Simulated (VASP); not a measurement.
# Pt in VASP: further runs

Pt is run at these levels: PBE; tasks: single point.

Everything below comes from runs of VASP 6.6.1. Logs are shortened: lines on timing, memory, paths and dates and some standing lists are left out, and cuts for length are marked.

## 1. The cell of the first run

The cell holds a slab with vacuum, 3 atoms: a = 2.807 Å, b = 2.807 Å, c = 18.970 Å, α = 90.00°, β = 90.00°, γ = 90.00°.

## 2. Single point, PBE

Input file INCAR:

```
PREC = Accurate ; ENCUT = 520
EDIFF = 1E-7 ; ISMEAR = 0
SIGMA = 0.1 ; LREAL = F
LASPH = T ; NELM = 60
ALGO = Normal ; ISIF = 2
LWAVE = F ; LCHARG = F
LDIPOL = T ; IDIPOL = 3
DIPOL = 0.5 0.5 0.500 ; GGA = PE
NBANDS = 22
```

Input file KPOINTS:

```
Automatic mesh
0
Gamma
  12 12 1
```

Input file POSCAR:

```
Pt
1.0
    2.8072945026      0.0000000000      0.0000000000
    0.0000000000      2.8072945026      0.0000000000
    0.0000000000      0.0000000000     18.9701139592
Pt
3
Direct
    0.5000000000      0.5000000000      0.3953587214
    0.0000000000      0.0000000000      0.5000000000
    0.5000000000      0.5000000000      0.6046412786
```

Potentials or basis: VASP PAW PBE potentials, release 64 (Pt).

Started as:

```bash
cat potpaw_PBE.64/Pt/POTCAR > POTCAR
mpirun -np 1 vasp_std > vasp.out
```

OUTCAR:

```text
PREC = Accurate
   ENCUT = 520
   EDIFF = 1E-7
   ISMEAR = 0
   LREAL = F
   LASPH = T
   NELM = 60
   ISIF = 2
   GGA = PE

 ion  position               nearest neighbor table
   1  0.500  0.500  0.395-   2 2.81   2 2.81   2 2.81   2 2.81
   2  0.000  0.000  0.500-   1 2.81   3 2.81   1 2.81   3 2.81   1 2.81   3 2.81   1 2.81   3 2.81

   3  0.500  0.500  0.605-   2 2.81   2 2.81   2 2.81   2 2.81

  LATTYP: Found a simple tetragonal cell.
 ALAT       =     2.8072945026
 C/A-ratio  =     6.7574363650

  Lattice vectors:

 A1 = (   2.8072945026,   0.0000000000,   0.0000000000)
 A2 = (   0.0000000000,   2.8072945026,   0.0000000000)
 A3 = (   0.0000000000,   0.0000000000,  18.9701139592)

Analysis of symmetry for initial positions (statically):
=====================================================================
 Subroutine PRICEL returns:
 Original cell was already a primitive cell.

 Routine SETGRP: Setting up the symmetry group for a
 simple tetragonal supercell.

 Subroutine GETGRP returns: Found 16 space group operations
 (whereof 16 operations were pure point group operations)
 out of a pool of 16 trial point group operations.

The static configuration has the point symmetry D_4h.

Analysis of symmetry for dynamics (positions and initial velocities):
=====================================================================
 Subroutine PRICEL returns:
 Original cell was already a primitive cell.

 Routine SETGRP: Setting up the symmetry group for a
 simple tetragonal supercell.

 Subroutine GETGRP returns: Found 16 space group operations
 (whereof 16 operations were pure point group operations)
 out of a pool of 16 trial point group operations.

The dynamic configuration has the point symmetry D_4h.

 Subroutine INISYM returns: Found 16 space group operations
 (whereof 16 operations are pure point group operations),
 and found     1 'primitive' translations

----------------------------------------------------------------------------------------

                                     Primitive cell

  volume of cell :     149.5016

  direct lattice vectors                    reciprocal lattice vectors
     2.807294503  0.000000000  0.000000000     0.356214854  0.000000000  0.000000000
     0.000000000  2.807294503  0.000000000     0.000000000  0.356214854  0.000000000
     0.000000000  0.000000000 18.970113959     0.000000000  0.000000000  0.052714496

  length of vectors
[... 89 lines left out ...]
   NFREE  =      0    steps in history (QN), initial steepest desc. (CG)
   ISIF   =      2    stress and relaxation
   ISYM   =      2    0-nonsym 1-usesym 2-fastsym
   POTIM  = 0.5000    time-step for ionic-motion
   TEBEG  =    0.0;   TEEND  =   0.0 temperature during run
   PSTRESS=    0.0 pullay stress
   NELECT =      30.0000    total number of electrons
   NUPDOWN=      -1.0000    fix difference up-down
   EMIN   =  10.00;   EMAX   =-10.00  energy-range for DOS
   EFERMI =   0.00;   METHOD = LEGACY
   ISMEAR =     0;   SIGMA  =   0.10  broadening in eV -4-tet -1-fermi 0-gaus
   EFERMI_NEDOS =   21; number of points for ismear=-14 and -15
   IALGO  =     38    algorithm
   IMIX   =      4    mixing-type and parameters
     AMIX     =   0.40;   BMIX     =  1.00
     AMIX_MAG =   1.60;   BMIX_MAG =  1.00
  volume/ion in A,a.u.               =      49.83       336.30
  Fermi-wavevector in a.u.,A,eV,Ry     =   0.958444  1.811196 12.498507  0.918614
  Thomas-Fermi vector in A             =   2.087552
   LORBIT       =      0    0 simple, 1 ext, 2 COOP (PROOUT), +10 PAW based schemes
   GGA     = PE    functional components
   LHFCALC =     F    Hartree Fock is set to
   AEXX    =    0.0000 exact exchange contribution
   IVDW    =     0    specifies the selected vdW correction
   LEPSILON=     F    determine dielectric tensor
   LRPA    =     F    only Hartree local field effects (RPA)
 non-spin polarized calculation
 Gauss-broadening in eV      SIGMA  =   0.10
  energy-cutoff  :      520.00
  volume of cell :      149.50
 maximum number of plane-waves:      4063
 NGX is ok and might be reduce to    24
   NGX = 11   NGY = 11   NGZ = 71

 dipolmoment           0.000000      0.000000     -0.000000 electrons x Angstroem

 number of electron      30.0000002 magnetization

 dipolmoment           0.000000      0.000000      0.000000 electrons x Angstroem

 Free energy of the ion-electron system (eV)
  ---------------------------------------------------
  ext. energy  EPLUGINS =         0.00000000
  ---------------------------------------------------
  free energy    TOTEN  =       -16.48266465 eV

  energy without entropy =      -16.45411707  energy(sigma->0) =      -16.46839086

 E-fermi :  -0.6469     XC(G=0):  -5.1610

 val. band max:       -0.6508904189   @ k =   0.3333   0.2500   0.0000
 cond. band min:      -0.6395617902   @ k =   0.2500   0.1667   0.0000
 fundamental gap:      0.0113286287
 Fermi energy:        -0.6469298653

 k-point     1 :       0.0000    0.0000    0.0000
  band No.  band energies     occupation
      1      -9.1986      2.00000
      2      -6.8408      2.00000
      3      -6.6020      2.00000
      4      -6.2616      2.00000
      5      -5.1031      2.00000
      6      -4.2909      2.00000
[... 589 lines left out ...]
     21       8.5664      0.00000
     22       8.7098      0.00000

 [... further k-points ...]

------------------------ aborting loop because EDIFF is reached ----------------------------------------

 vacuum level on the upper side and lower side of the slab       (xc-potential included)        -0.094        -0.094

  FORCE on cell =-STRESS in cart. coord.  units (eV):
  Direction    XX          YY          ZZ          XY          YZ          ZX
  --------------------------------------------------------------------------------------
  -------------------------------------------------------------------------------------
  Total       -4.5369862     -4.5369862     -1.7840674      0.0000000      0.0000000      0.0000000
  in kB      -48.6219249    -48.6219249    -19.1194742      0.0000000      0.0000000      0.0000000
  external PRESSURE =     -38.7877746 kB  Pullay stress =       0.0000000 kB

 VOLUME and BASIS-vectors are now :
 -----------------------------------------------------------------------------
  energy-cutoff  :      520.00
  volume of cell :      149.50
      direct lattice vectors                 reciprocal lattice vectors
     2.807294503  0.000000000  0.000000000     0.356214854  0.000000000  0.000000000
     0.000000000  2.807294503  0.000000000     0.000000000  0.356214854  0.000000000
     0.000000000  0.000000000 18.970113959     0.000000000  0.000000000  0.052714496

 POSITION                                       TOTAL-FORCE (eV/Angst)
 -----------------------------------------------------------------------------------
      1.40365      1.40365      7.50000         0.000000      0.000000      0.439679
      0.00000      0.00000      9.48506        -0.000000     -0.000000      0.000000
      1.40365      1.40365     11.47011        -0.000000      0.000000     -0.439679
 -----------------------------------------------------------------------------------
    total drift:                                0.000000      0.000000      0.000000

  FREE ENERGIE OF THE ION-ELECTRON SYSTEM (eV)
  ---------------------------------------------------
  free  energy   TOTEN  =       -16.4826646456 eV

  energy  without entropy=      -16.4541170674  energy(sigma->0) =      -16.46839086

 vacuum level on the upper side and lower side of the slab         4.987         4.987
```

OSZICAR:

```text
N       E                     dE             d eps       ncg     rms          rms(c)
DAV:   1     0.185969803402E+03    0.18597E+03   -0.12584E+04  1232   0.112E+03
DAV:   2    -0.883884989554E+01   -0.19481E+03   -0.17650E+03  1656   0.224E+02
DAV:   3    -0.174416422209E+02   -0.86028E+01   -0.80578E+01  1472   0.476E+01
[... 16 lines left out ...]
DAV:  20    -0.164826629129E+02   -0.21801E-05   -0.10187E-07   958   0.130E-03    0.255E-04
DAV:  21    -0.164826634109E+02   -0.49794E-06   -0.57152E-09   910   0.363E-04    0.136E-04
DAV:  22    -0.164826644751E+02   -0.10642E-05   -0.14868E-08   874   0.384E-04    0.197E-04
DAV:  23    -0.164826645793E+02   -0.10420E-06   -0.21485E-09   910   0.165E-04    0.572E-05
DAV:  24    -0.164826646456E+02   -0.66303E-07   -0.14967E-09   838   0.153E-04
   1 F= -.16482665E+02 E0= -.16468391E+02  d E =-.285476E-01
```

It took 2.5 min on 1 thread of Intel Xeon Platinum 8259CL at 2.50GHz (Skylake/Cascade Lake), shared host; peak memory 0.3 GiB.

What came out:

```
Free energy            : -16.4827 eV
Largest force          : 0.440 eV/Å
Band gap on the k mesh : zero (band 15 reaches 0.32 eV, above the bottom of band 16 at -0.99 eV)
```

Forces on the atoms (eV/Å):
```
Pt   0.000  0.000  0.440
Pt   0.000  0.000  0.000
Pt   0.000  0.000 -0.440
```

Caveat: spin-orbit coupling is left out, which moves the levels of the heavy elements.

## 3. Single point, PBE

Input file INCAR:

```
PREC = Accurate
ENCUT = 520
EDIFF = 1E-7
ISMEAR = 0
SIGMA = 0.1
LREAL = F
LASPH = T
NELM = 80
ALGO = Normal
ISIF = 2
LWAVE = F
LCHARG = T
LDIPOL = T
IDIPOL = 3
DIPOL = 0.5 0.5 0.500
GGA = PE
LELF = T
LVHAR = T
LVACPOTAV = T
NBANDS = 22
```

Input file KPOINTS:

```
regular mesh
0
Gamma
  12 12 1
```

Input file POSCAR:

```
Pt
1.0
    2.8072945026      0.0000000000      0.0000000000
    0.0000000000      2.8072945026      0.0000000000
    0.0000000000      0.0000000000     18.9701139592
Pt
3
Direct
    0.5000000000      0.5000000000      0.3985513495
    0.0000000000      0.0000000000      0.5000000054
    0.5000000000      0.5000000000      0.6014486451
```

Potentials or basis: VASP PAW PBE potentials, release 64 (Pt).

Started as:

```bash
cat potpaw_PBE.64/Pt/POTCAR > POTCAR
mpirun -np 1 vasp_std > vasp.out
```

It took 2.7 min on 1 thread of Intel Xeon Platinum 8259CL at 2.50GHz (Skylake/Cascade Lake), shared host; peak memory 0.3 GiB.

It converged, with:

```yaml
Free_energy: -16.5108 eV
Largest_force: 0.014 eV/Å
Band_gap_on_the_k_mesh: zero (band 15 reaches 0.26 eV, above the bottom of band 16 at -0.99 eV)
```

Forces in eV/Å, atoms in the order of the input:
```
Pt   0.000  0.000  0.014
Pt   0.000  0.000  0.000
Pt   0.000  0.000 -0.014
```

Levels at points of the mesh, in eV from the Fermi level:
| k point | band 12 | band 13 | band 14 | band 15 | band 16 | band 17 | band 18 | band 19 |
| --- | --- | --- | --- | --- | --- | --- | --- | --- |
| (0.00, 0.00, 0.00) | -1.26 | -1.26 | -0.35 | -0.15 | 0.11 | 0.16 | 0.16 | 2.14 |
| (0.50, 0.00, 0.00) | -0.93 | -0.39 | -0.27 | 0.06 | 0.81 | 1.76 | 1.78 | 4.00 |
| (0.50, 0.50, 0.00) | -0.14 | 0.37 | 0.86 | 0.86 | 3.65 | 3.65 | 7.40 | 7.40 |

Caveat: spin-orbit coupling is left out, which moves the levels of the heavy elements.
